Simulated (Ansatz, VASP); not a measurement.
## One calculation of MgO, two programs

```xyz
2
Lattice="0.0000 2.1246 2.1246 2.1246 0.0000 2.1246 2.1246 2.1246 0.0000" Properties=species:S:1:pos:R:3 pbc="T T T"
Mg    0.0000    0.0000    0.0000
O     2.1246    2.1246    2.1246
```

Alike in both runs: task single point; functional r2SCAN; k mesh 11 × 11 × 11; occupations fermi-dirac, width 0.05 eV; no spin polarisation.

|  | VASP | Ansatz |
| --- | --- | --- |
| version | VASP 6.6.1 | Ansatz 0.2.0 |
| potentials or method | VASP PAW PBE potentials, release 64 (Mg_sv, O) | Ansatz PAW |
| plane-wave cutoff (eV) | 660 | 500 |
| valence electrons in the cell | 16 | 16 |

```csv
,VASP,Ansatz,Ansatz less VASP
gap on the k mesh at the Fermi level (eV),5.40,5.37,-0.029
least direct gap on the mesh (eV),5.40,5.37,-0.029
pressure (GPa),-5.1,-5.0,+0.10
```

VASP's potentials were made for PBE, not for r2SCAN.

Noted on Ansatz's run: odd divisions of the mesh miss points on the zone boundary, where band edges often lie, so the gap on the mesh can be too wide.
